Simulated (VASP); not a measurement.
# KBr (Fm-3m) in VASP: notebook, part 2 of 2

VASP 6.6.1. The steps go on from the part before.

**3. Relaxation of cell and atoms, PBEsol, target pressure 5 GPa, at which the enthalpy is minimised**

INCAR reads:

```
ALGO     = Normal         # electronic algorithm
EDIFF    = 1E-6           # SCF threshold, eV
EDIFFG   = -0.01          # ionic threshold
ENCUT    = 600            # plane-wave cutoff, eV
GGA      = PS             # functional
IBRION   = 2              # ionic algorithm
ISIF     = 3              # what is computed and relaxed
ISMEAR   = -1             # smearing method
LASPH    = True           # aspherical terms in the spheres
LCHARG   = False          # write CHGCAR
LREAL    = False          # projectors in reciprocal space
LWAVE    = False          # write WAVECAR
NELM     = 60             # most SCF steps
NSW      = 80             # ionic steps
PREC     = Accurate       # precision mode
PSTRESS  = 50.0         
SIGMA    = 0.05           # smearing width, eV
```

KPOINTS reads:

```
k-points
0
Gamma
  7 7 7
```

POSCAR reads:

```
KBr
1.0
    0.0000000000      3.3000000000      3.3000000000
    3.3000000000      0.0000000000      3.3000000000
    3.3000000000      3.3000000000      0.0000000000
Br K
1 1
Direct
    0.5000000000      0.5000000000      0.5000000000
    0.0000000000      0.0000000000      0.0000000000
```

Potentials or basis: VASP PAW PBE potentials, release 64 (Br, K_sv).

Run with:

```sh
> cat potpaw_PBE.64/Br/POTCAR potpaw_PBE.64/K_sv/POTCAR > POTCAR
> mpirun -np 1 vasp_std > vasp.out
```

OUTCAR:

```text
EDIFF = 1E-6
   EDIFFG = -0.01
   ENCUT = 600
   GGA = PS
   IBRION = 2
   ISIF = 3
   ISMEAR = -1
   LASPH = True
   LREAL = False
   NELM = 60
   NSW = 80
   PREC = Accurate
   PSTRESS = 50.0

 ion  position               nearest neighbor table
   1  0.500  0.500  0.500-   2 3.30   2 3.30   2 3.30   2 3.30   2 3.30   2 3.30
   2  0.000  0.000  0.000-   1 3.30   1 3.30   1 3.30   1 3.30   1 3.30   1 3.30

  LATTYP: Found a face centered cubic cell.
 ALAT       =     6.6000000000

  Lattice vectors:

 A1 = (   0.0000000000,   3.3000000000,   3.3000000000)
 A2 = (   3.3000000000,   0.0000000000,   3.3000000000)
 A3 = (   3.3000000000,   3.3000000000,   0.0000000000)

Analysis of symmetry for initial positions (statically):
=====================================================================
 Subroutine PRICEL returns:
 Original cell was already a primitive cell.

 Routine SETGRP: Setting up the symmetry group for a
 face centered cubic supercell.

 Subroutine GETGRP returns: Found 48 space group operations
 (whereof 48 operations were pure point group operations)
 out of a pool of 48 trial point group operations.

The static configuration has the point symmetry O_h .

Analysis of symmetry for dynamics (positions and initial velocities):
=====================================================================
 Subroutine PRICEL returns:
 Original cell was already a primitive cell.

 Routine SETGRP: Setting up the symmetry group for a
 face centered cubic supercell.
[... 140 lines left out ...]

 number of electron      16.0000000 magnetization

 Free energy of the ion-electron system (eV)
  ---------------------------------------------------
  ext. energy  EPLUGINS =         0.00000000
  ---------------------------------------------------
  free energy    TOTEN  =        -6.45885929 eV

  energy without entropy =       -6.45885929  energy(sigma->0) =       -6.45885929

 E-fermi :  -0.7790     XC(G=0):  -7.5455

 val. band max:       -1.8264362897   @ k =   0.0000   0.0000   0.0000
 cond. band min:       2.4523232973   @ k =   0.0000   0.0000   0.0000
 fundamental gap:      4.2787595870
 Fermi energy:        -0.7789903589

 k-point     1 :       0.0000    0.0000    0.0000
  band No.  band energies     occupation
      1     -29.4385      2.00000
      2     -14.1331      2.00000
      3     -12.9814      2.00000
      4     -12.9814      2.00000
      5     -12.9814      2.00000
      6      -1.8264      2.00000
      7      -1.8264      2.00000
      8      -1.8264      2.00000
      9       2.4523      0.00000
     10       5.7023      0.00000
     11       5.7023      0.00000
     12       5.7023      0.00000
[... 434 lines left out ...]
--------------------------------------- Ionic step        5  -------------------------------------------

 number of electron      16.0000000 magnetization

 Free energy of the ion-electron system (eV)
  ---------------------------------------------------
  ext. energy  EPLUGINS =         0.00000000
  ---------------------------------------------------
  free energy    TOTEN  =        -6.29790428 eV

  energy without entropy =       -6.29790428  energy(sigma->0) =       -6.29790428

 E-fermi :   0.1839     XC(G=0):  -8.4899

 val. band max:       -0.8164205672   @ k =   0.0000   0.0000   0.0000
 cond. band min:       4.0784412565   @ k =   0.0000   0.0000   0.0000
 fundamental gap:      4.8948618237
 Fermi energy:         0.1838776009

 k-point     1 :       0.0000    0.0000    0.0000
  band No.  band energies     occupation
      1     -28.0512      2.00000
      2     -13.4589      2.00000
      3     -11.6148      2.00000
      4     -11.6148      2.00000
      5     -11.6148      2.00000
      6      -0.8164      2.00000
      7      -0.8164      2.00000
      8      -0.8164      2.00000
      9       4.0784      0.00000
     10       6.6245      0.00000
     11       6.6245      0.00000
     12       6.6245      0.00000
[... 316 lines left out ...]
  energy  without entropy=       -6.2979042838  energy(sigma->0) =       -6.29790428

  enthalpy is  TOTEN    =        -4.4921126763 eV   P V=        1.8057916076

 reached required accuracy - stopping structural energy minimisation
```

OSZICAR:

```text
N       E                     dE             d eps       ncg     rms          rms(c)
DAV:   1     0.114737621905E+03    0.11474E+03   -0.77220E+03   480   0.132E+03
DAV:   2     0.733282660975E+00   -0.11400E+03   -0.10636E+03   616   0.282E+02
DAV:   3    -0.635354724679E+01   -0.70868E+01   -0.70611E+01   620   0.661E+01
DAV:   4    -0.662389583835E+01   -0.27035E+00   -0.26992E+00   856   0.109E+01
[... 40 lines left out ...]
       N       E                     dE             d eps       ncg     rms          rms(c)
DAV:   1    -0.629812553293E+01   -0.29976E-02   -0.50835E-03   576   0.729E-01    0.912E-02
DAV:   2    -0.629795189347E+01    0.17364E-03   -0.40179E-04   604   0.196E-01    0.400E-02
DAV:   3    -0.629790417223E+01    0.47721E-04   -0.15821E-04   804   0.108E-01    0.310E-02
DAV:   4    -0.629790428393E+01   -0.11169E-06   -0.40368E-06   624   0.159E-02
   5 F= -.44921127E+01 E0= -.44921127E+01  d E =-.136121E-04
```

CONTCAR:

```text
KBr
   1.00000000000000
     0.0000000000000000    3.0699130210041918    3.0699130210041918
     3.0699130210041918    0.0000000000000000    3.0699130210041918
     3.0699130210041918    3.0699130210041918    0.0000000000000000
  Br              K
     1     1
Direct
     0.5000000000000000    0.5000000000000000    0.5000000000000000
     1.0000000000000000    0.0000000000000000    0.0000000000000000

  0.00000000E+00  0.00000000E+00  0.00000000E+00
  0.00000000E+00  0.00000000E+00  0.00000000E+00
```

Run time: 2.5 min. Hardware: 1 thread of AMD EPYC 7R43 (Zen 3), shared host; peak memory 0.21 GiB.

What came out:

```
Free energy                                            : -6.2979 eV
Relaxed volume                                         : 28.93 Å³/atom
Relaxed cell                                           : a = 4.342 Å, b = 4.342 Å, c = 4.342 Å, α = 60.00°, β = 60.00°, γ = 60.00°
Space group after relaxing (to 0.05 Å)                 : Fm-3m (No. 225)
Energy change on relaxing (the enthalpy is what falls) : +80.5 meV/atom
Ionic steps                                            : 5
Pressure after relaxing                                : 5.0 GPa
Band gap on the k mesh                                 : 4.89 eV, direct
```

Step by step:
```tsv
step	energy change (eV)	largest force (eV/Å)	pressure (GPa)	volume (Å³)
1	0.0000	0.0000	-0.27	71.87
2	0.0972	0.0000	3.59	60.26
3	0.1558	0.0000	4.89	58.03
4	0.1637	0.0000	5.06	57.78
5	0.1610	0.0000	5.03	57.86
```

Final structure:
```yaml
crystal:
  lattice:
    - [0.00000, 3.06991, 3.06991]
    - [3.06991, 0.00000, 3.06991]
    - [3.06991, 3.06991, 0.00000]
  atoms:
    - { symbol: Br, position: [0.50000, 0.50000, 0.50000] }
    - { symbol: K, position: [0.00000, 0.00000, 0.00000] }
```

Caveat: the cell is relaxed towards a set pressure, so the enthalpy falls and the energy may rise; the volume moved by over 15 % at a fixed basis, so the end points are rough; the PAW data sets were made with another functional, which shifts forces and pressure a little.

**4. Relaxation of cell and atoms, PBEsol, target pressure 10 GPa, at which the enthalpy is minimised**

Edit INCAR of step 3 so:

```diff
@@ -15,3 +15,3 @@
 PREC     = Accurate       # precision mode
-PSTRESS  = 50.0         
+PSTRESS  = 100.0        
 SIGMA    = 0.05           # smearing width, eV
```

KPOINTS is that of step 3.

POSCAR is that of step 3.

Run with:

```sh
> cat potpaw_PBE.64/Br/POTCAR potpaw_PBE.64/K_sv/POTCAR > POTCAR
> mpirun -np 1 vasp_std > vasp.out
```

It took 97 s on 1 thread of AMD EPYC 7R43 (Zen 3), shared host; peak memory 0.22 GiB.

It converged, with:

```
Free energy                                            : -6.0308 eV
Relaxed volume                                         : 26.00 Å³/atom
Relaxed cell                                           : a = 4.190 Å, b = 4.190 Å, c = 4.190 Å, α = 60.00°, β = 60.00°, γ = 60.00°
Space group after relaxing (to 0.05 Å)                 : Fm-3m (No. 225)
Energy change on relaxing (the enthalpy is what falls) : +214.0 meV/atom
Ionic steps                                            : 3
Pressure after relaxing                                : 10.1 GPa
Band gap on the k mesh                                 : 5.12 eV, indirect (least direct gap 5.28 eV)
```

The path:
```csv
step,energy change (eV),largest force (eV/Å),pressure (GPa),volume (Å³)
1,0.0000,0.0000,-0.27,71.87
2,0.5324,0.0000,11.88,50.47
3,0.4281,0.0000,10.05,52.00
```

Final structure:
```yaml
crystal:
  lattice:
    - [0.00000, 2.96243, 2.96243]
    - [2.96243, 0.00000, 2.96243]
    - [2.96243, 2.96243, 0.00000]
  atoms:
    - { symbol: Br, position: [0.50000, 0.50000, 0.50000] }
    - { symbol: K, position: [0.00000, 0.00000, 0.00000] }
```

Levels at points of the mesh, in eV from the valence-band top:
```
           k point  band 5  band 6  band 7  band 8  band 9  band 10  band 11  band 12
(0.00, 0.00, 0.00)  -10.70    0.00    0.00    0.00    5.28     7.32     7.32     7.32
```

Caveat: the cell is relaxed towards a set pressure, so the enthalpy falls and the energy may rise; the volume moved by over 15 % at a fixed basis, so the end points are rough; the PAW data sets were made with another functional, which shifts forces and pressure a little.

**5. Relaxation of cell and atoms, PBEsol, target pressure 20 GPa, at which the enthalpy is minimised**

INCAR reads:

```
ALGO = Normal ; EDIFF = 1E-6
EDIFFG = -0.01 ; ENCUT = 600
GGA = PS ; IBRION = 2
ISIF = 3 ; ISMEAR = -1
LASPH = True ; LCHARG = False
LREAL = False ; LWAVE = False
NELM = 60 ; NSW = 80
PREC = Accurate ; PSTRESS = 200.0
SIGMA = 0.05
```

KPOINTS is that of step 4.

POSCAR is that of step 4.

Run with:

```sh
> cat potpaw_PBE.64/Br/POTCAR potpaw_PBE.64/K_sv/POTCAR > POTCAR
> mpirun -np 1 vasp_std > vasp.out
```

Run time: 2.9 min. Hardware: 1 thread of AMD EPYC 7R43 (Zen 3), shared host; peak memory 0.22 GiB.

The run converged. Its results:

| Property | Result |
| --- | --- |
| Free energy | -5.4473 eV |
| Relaxed volume | 22.78 Å³/atom |
| Relaxed cell | a = 4.009 Å, b = 4.009 Å, c = 4.009 Å, α = 60.00°, β = 60.00°, γ = 60.00° |
| Space group after relaxing (to 0.05 Å) | Fm-3m (No. 225) |
| Energy change on relaxing (the enthalpy is what falls) | +505.8 meV/atom |
| Ionic steps | 7 |
| Pressure after relaxing | 20.0 GPa |
| Band gap on the k mesh | 4.65 eV, indirect (least direct gap 5.06 eV) |

Step by step:
| step | energy change (eV) | largest force (eV/Å) | pressure (GPa) | volume (Å³) |
| --- | --- | --- | --- | --- |
| 1 | 0.0000 | 0.0000 | -0.27 | 71.87 |
| 2 | 3.7355 | 0.0000 | 66.23 | 34.19 |
| 3 | 0.9088 | 0.0000 | 18.28 | 46.41 |
| 4 | 0.9850 | 0.0000 | 19.55 | 45.77 |
| 5 | 1.0405 | 0.0000 | 20.48 | 45.32 |
| 6 | 0.9884 | 0.0000 | 19.60 | 45.74 |
| 7 | 1.0116 | 0.0000 | 20.00 | 45.55 |

Final structure:
```
Br K
1.0
     0.00000    2.83457    2.83457
     2.83457    0.00000    2.83457
     2.83457    2.83457    0.00000
Br K
1 1
Direct
  0.50000 0.50000 0.50000
  0.00000 0.00000 0.00000
```

Levels at points of the mesh, in eV from the valence-band top:
| k point | band 6 | band 7 | band 8 | band 9 | band 10 | band 11 |
| --- | --- | --- | --- | --- | --- | --- |
| (0.00, 0.00, 0.00) | 0.00 | 0.00 | 0.00 | 5.84 | 7.07 | 7.07 |

Caveat: the cell is relaxed towards a set pressure, so the enthalpy falls and the energy may rise; the volume moved by over 15 % at a fixed basis, so the end points are rough; the PAW data sets were made with another functional, which shifts forces and pressure a little. A k mesh can miss the band edges.

**6. Overview**

| cell | gap on the mesh (eV) | pressure (GPa) |
| --- | --- | --- |
| relaxed | 4.32 | 0.0 |
| relaxed to 5 GPa | 4.89 | 5.0 |
| relaxed to 10 GPa | 5.12 | 10.1 |
| relaxed to 20 GPa | 4.65 | 20.0 |

Alike in all rows: task relaxation of cell and atoms; level PBEsol; potentials or basis VASP PAW PBE potentials, release 64 (Br, K_sv); no spin polarisation; k mesh 7 × 7 × 7; cutoff (eV) 600; smearing fermi-dirac 0.05 eV.

Caveats: the PAW data sets were made with another functional, which shifts forces and pressure a little; the cell is relaxed towards a set pressure, so the enthalpy falls and the energy may rise (some runs); the volume moved by over 15 % at a fixed basis, so the end points are rough (some runs).

Total energies depend on the potentials used, so only differences within one code and one set of settings carry meaning.
